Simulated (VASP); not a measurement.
# MnO (Fm-3m) in VASP: further runs, part 2 of 2

VASP 6.6.1.

### 4 Single point, r2SCAN+U, collinear spin, zero start

The input, POSCAR:

```
MnO
1.0
    0.0000000000      2.2220003300      2.2220003300
    2.2220003300      0.0000000000      2.2220003300
    4.4440006600      4.4440006600      0.0000000000
Mn O
2 2
Direct
    0.0000000000      0.0000000000      0.0000000000
    0.0000000000      0.0000000000      0.5000000000
    0.5000000000      0.5000000000      0.2500000000
    0.5000000000      0.5000000000      0.7500000000
```

The input, INCAR.step1:

```
  ALGO = Normal
  EDIFF = 1E-5
  ENCUT = 660
  GGA = PE
  GGA_COMPAT = False
  ISMEAR = 0
  ISPIN = 2
  LASPH = True
  LCHARG = False
  LDAU = True
  LDAUJ = 0 0
  LDAUL = 2 -1
  LDAUTYPE = 2
  LDAUU = 1 0
  LMAXMIX = 4
  LREAL = False
  LWAVE = True
  MAGMOM = 0 0 0 0
  NBANDS = 31
  NELM = 200
  NUPDOWN = 0.0
  PREC = Accurate
  SIGMA = 0.05
```

The input, INCAR.step2:

```
  ALGO = Normal
  EDIFF = 1E-6
  ENCUT = 660
  GGA_COMPAT = False
  ISIF = 2
  ISMEAR = 0
  ISPIN = 2
  ISTART = 1
  LASPH = True
  LCHARG = False
  LDAU = True
  LDAUJ = 0 0
  LDAUL = 2 -1
  LDAUPRINT = 1
  LDAUTYPE = 2
  LDAUU = 1 0
  LMAXMIX = 4
  LMIXTAU = True
  LORBIT = 11
  LREAL = False
  LWAVE = False
  MAGMOM = 0 0 0 0
  METAGGA = R2SCAN
  NBANDS = 31
  NELM = 200
  NUPDOWN = 0.0
  PREC = Accurate
  SIGMA = 0.05
```

The input, KPOINTS:

```
k-points
0
Gamma
  7 7 7
```

Potentials or basis: VASP PAW PBE potentials, release 64 (Mn_pv, O).

Run with:

```bash
> cat potpaw_PBE.64/Mn_pv/POTCAR potpaw_PBE.64/O/POTCAR > POTCAR
> cp INCAR.step1 INCAR
> mpirun -np 1 vasp_std > vasp.out
> cp INCAR.step2 INCAR
> mpirun -np 1 vasp_std > vasp.out
```

OUTCAR:

```text
EDIFF = 1E-6
   ENCUT = 660
   ISIF = 2
   ISMEAR = 0
   ISPIN = 2
   ISTART = 1
   LASPH = True
   LORBIT = 11
   LREAL = False
   METAGGA = R2SCAN
   NELM = 200
   NUPDOWN = 0.0
   PREC = Accurate

 ion  position               nearest neighbor table
   1  0.000  0.000  0.000-   4 2.22   3 2.22   4 2.22   3 2.22   4 2.22   3 2.22   2 3.14   2 3.14
                             2 3.14   2 3.14   2 3.14   2 3.14
   2  0.000  0.000  0.500-   3 2.22   3 2.22   4 2.22   3 2.22   4 2.22   4 2.22   1 3.14   1 3.14
                             1 3.14   1 3.14   1 3.14   1 3.14
   3  0.500  0.500  0.250-   1 2.22   1 2.22   2 2.22   1 2.22   2 2.22   2 2.22
   4  0.500  0.500  0.750-   2 2.22   1 2.22   2 2.22   1 2.22   2 2.22   1 2.22

  LATTYP: Found a trigonal (rhomboedric) cell.
 ALAT       =     5.4427670168
 COS(alpha) =     0.8333333333

  Lattice vectors:

 A1 = (   4.4440006600,   2.2220003300,  -2.2220003300)
 A2 = (   2.2220003300,   2.2220003300,  -4.4440006600)
 A3 = (   2.2220003300,   4.4440006600,  -2.2220003300)

Analysis of symmetry for initial positions (statically):
=====================================================================
 Subroutine PRICEL returns following result:

  LATTYP: Found a face centered cubic cell.
 ALAT       =     4.4440006600
[... 12 lines left out ...]
 Subroutine GETGRP returns: Found 12 space group operations
 (whereof 12 operations were pure point group operations)
 out of a pool of 12 trial point group operations.

The static configuration has the point symmetry D_3d.

Analysis of symmetry for dynamics (positions and initial velocities):
=====================================================================
 Subroutine PRICEL returns following result:

  LATTYP: Found a face centered cubic cell.
 ALAT       =     4.4440006600
[... 12 lines left out ...]
 Subroutine GETGRP returns: Found 12 space group operations
 (whereof 12 operations were pure point group operations)
 out of a pool of 12 trial point group operations.

The dynamic configuration has the point symmetry D_3d.

Analysis of structural, dynamic, and magnetic symmetry:
=====================================================================
 Subroutine PRICEL returns following result:

  LATTYP: Found a face centered cubic cell.
 ALAT       =     4.4440006600
[... 12 lines left out ...]
 Subroutine GETGRP returns: Found 12 space group operations
 (whereof 12 operations were pure point group operations)
 out of a pool of 12 trial point group operations.

The overall configuration has the point symmetry D_3d.

 Subroutine INISYM returns: Found 12 space group operations
 (whereof 12 operations are pure point group operations),
[... 170 lines left out ...]
  o =  0.7682  v =  0.5774 -0.5774  0.0000 -0.5774  0.0000  0.0000  0.0000  0.0000  0.0000  0.0000      0.0000  0.0000  0.0000  0.0000  0.0000  0.0000  0.0000  0.0000  0.0000  0.0000
  o =  0.7718  v =  0.0000  0.0000  0.0000  0.0000  0.0000 -0.5774  0.5774 -0.0000  0.5774 -0.0000      0.0000  0.0000  0.0000  0.0000  0.0000  0.0000  0.0000  0.0000  0.0000  0.0000

atom =   2  type =  1  l = 2

 onsite density matrix

spin component  1

  0.7674 -0.0004  0.0042 -0.0004  0.0000
 -0.0004  0.7674  0.0021  0.0004 -0.0037
  0.0042  0.0021  0.1158  0.0021 -0.0000
 -0.0004  0.0004  0.0021  0.7674  0.0037
  0.0000 -0.0037 -0.0000  0.0037  0.1158

spin component  2

  0.7674 -0.0022 -0.0027 -0.0022  0.0000
 -0.0022  0.7674 -0.0014  0.0022  0.0023
 -0.0027 -0.0014  0.1158 -0.0014 -0.0000
 -0.0022  0.0022 -0.0014  0.7674 -0.0023
  0.0000  0.0023 -0.0000 -0.0023  0.1158

 occupancies and eigenvectors

  o =  0.1158  v =  0.0004 -0.0054 -0.0666  0.0058 -0.9977  0.0000  0.0000  0.0000  0.0000  0.0000      0.0000  0.0000  0.0000  0.0000  0.0000  0.0000  0.0000  0.0000  0.0000  0.0000
  o =  0.1158  v = -0.0065 -0.0036  0.9977 -0.0029 -0.0666  0.0000  0.0000  0.0000  0.0000  0.0000      0.0000  0.0000  0.0000  0.0000  0.0000  0.0000  0.0000  0.0000  0.0000  0.0000
  o =  0.1158  v =  0.0000  0.0000  0.0000  0.0000  0.0000  0.0004 -0.0034  0.0883  0.0038  0.9961      0.0000  0.0000  0.0000  0.0000  0.0000  0.0000  0.0000  0.0000  0.0000  0.0000
  o =  0.1158  v =  0.0000  0.0000  0.0000  0.0000  0.0000 -0.0041 -0.0024 -0.9961 -0.0018  0.0883      0.0000  0.0000  0.0000  0.0000  0.0000  0.0000  0.0000  0.0000  0.0000  0.0000
  o =  0.7652  v =  0.0000  0.0000  0.0000  0.0000  0.0000  0.3887 -0.4275 -0.0024  0.8162 -0.0045      0.0000  0.0000  0.0000  0.0000  0.0000  0.0000  0.0000  0.0000  0.0000  0.0000
  o =  0.7652  v =  0.0000  0.0000  0.0000  0.0000  0.0000 -0.7180 -0.6956  0.0045 -0.0224 -0.0024      0.0000  0.0000  0.0000  0.0000  0.0000  0.0000  0.0000  0.0000  0.0000  0.0000
  o =  0.7670  v = -0.8116 -0.3284 -0.0079 -0.4832 -0.0009  0.0000  0.0000  0.0000  0.0000  0.0000      0.0000  0.0000  0.0000  0.0000  0.0000  0.0000  0.0000  0.0000  0.0000  0.0000
  o =  0.7670  v =  0.0894  0.7475  0.0009 -0.6581 -0.0079  0.0000  0.0000  0.0000  0.0000  0.0000      0.0000  0.0000  0.0000  0.0000  0.0000  0.0000  0.0000  0.0000  0.0000  0.0000
  o =  0.7682  v = -0.5774  0.5774  0.0000  0.5774 -0.0000  0.0000  0.0000  0.0000  0.0000  0.0000      0.0000  0.0000  0.0000  0.0000  0.0000  0.0000  0.0000  0.0000  0.0000  0.0000
  o =  0.7718  v =  0.0000  0.0000  0.0000  0.0000  0.0000  0.5774 -0.5774  0.0000 -0.5774 -0.0000      0.0000  0.0000  0.0000  0.0000  0.0000  0.0000  0.0000  0.0000  0.0000  0.0000

 number of electron      37.9999995 magnetization      -0.0000000

 Free energy of the ion-electron system (eV)
  ---------------------------------------------------
  ext. energy  EPLUGINS =         0.00000000
  ---------------------------------------------------
  free energy    TOTEN  =       -40.91612933 eV

  energy without entropy =      -40.88659573  energy(sigma->0) =      -40.90136253

 E-fermi :   6.4246     XC(G=0): -12.6574

 val. band max:        6.4245197576   @ k =  -0.4286   0.4286   0.0000
 cond. band min:       6.4249380275   @ k =   0.4286   0.2857   0.1429
 fundamental gap:      0.0004182699
 Fermi energy:         6.4246137670

 spin component 1

 k-point     1 :       0.0000    0.0000    0.0000
  band No.  band energies     occupation
      1     -42.8965      1.00000
      2     -42.8642      1.00000
      3     -42.8611      1.00000
      4     -42.8559      1.00000
      5     -42.8532      1.00000
      6     -42.8279      1.00000
[... 1625 lines left out ...]
     30      20.0195      0.00000
     31      21.2096      0.00000

 [... further k-points ...]

------------------------ aborting loop because EDIFF is reached ----------------------------------------

  FORCE on cell =-STRESS in cart. coord.  units (eV):
  Direction    XX          YY          ZZ          XY          YZ          ZX
  --------------------------------------------------------------------------------------
  -------------------------------------------------------------------------------------
  Total       -9.7292236     -9.7292236     -9.7292236     -0.0319244      0.0319244      0.0319244
  in kB     -355.2191874   -355.2191874   -355.2191874     -1.1655760      1.1655760      1.1655760
  external PRESSURE =    -355.2191874 kB  Pullay stress =       0.0000000 kB

 VOLUME and BASIS-vectors are now :
 -----------------------------------------------------------------------------
  energy-cutoff  :      660.00
  volume of cell :       43.88
      direct lattice vectors                 reciprocal lattice vectors
     0.000000000  2.222000330  2.222000330    -0.225022469  0.225022469  0.225022469
     2.222000330  0.000000000  2.222000330     0.225022469 -0.225022469  0.225022469
     4.444000660  4.444000660  0.000000000     0.112511234  0.112511234 -0.112511234

 POSITION                                       TOTAL-FORCE (eV/Angst)
 -----------------------------------------------------------------------------------
      0.00000      0.00000      0.00000        -0.000000     -0.000000     -0.000000
      2.22200      2.22200      0.00000        -0.000000     -0.000000     -0.000000
      2.22200      2.22200      2.22200        -0.000000     -0.000000      0.000000
      4.44400      4.44400      2.22200         0.000000      0.000000      0.000000
 -----------------------------------------------------------------------------------
    total drift:                                0.000000      0.000000      0.000000

  FREE ENERGIE OF THE ION-ELECTRON SYSTEM (eV)
  ---------------------------------------------------
  free  energy   TOTEN  =       -40.9161293272 eV

  energy  without entropy=      -40.8865957322  energy(sigma->0) =      -40.90136253

 total charge

# of ion       s       p       d       tot
------------------------------------------
    1        0.182   6.146   5.044  11.372
    2        0.182   6.146   5.044  11.372
    3        1.541   3.432   0.000   4.972
    4        1.541   3.432   0.000   4.972
--------------------------------------------------
tot          3.445  19.155  10.088  32.688

 magnetization (x)

# of ion       s       p       d       tot
------------------------------------------
    1        0.000   0.000  -0.000  -0.000
    2        0.000   0.000  -0.000  -0.000
    3        0.000   0.000   0.000   0.000
    4        0.000   0.000   0.000   0.000
--------------------------------------------------
tot          0.000   0.000  -0.000  -0.000
```

It took 21 min on 1 thread of Intel Xeon 8259CL, shared host; peak memory 0.32 GiB.

What came out:

| Property | Result |
| --- | --- |
| Free energy | -40.9161 eV |
| Pressure | -35.5 GPa |
| Net moment | 0.00 μB per cell |
| Valence electrons inside the program's atomic spheres | Mn 11.37; O 4.97 |

Eigenvalues of the final occupation matrices:
```csv
site,spin,trace,eigenvalues
site 1 d,1,2.53,0.12 0.12 0.77 0.77 0.77
site 1 d,2,2.53,0.12 0.12 0.77 0.77 0.77
site 2 d,1,2.53,0.12 0.12 0.77 0.77 0.77
site 2 d,2,2.53,0.12 0.12 0.77 0.77 0.77
```

Caveat: the cell stands under tension; the PAW data sets were made with another functional, which shifts forces and pressure a little; the total moment is fixed, so each spin has its own Fermi level.
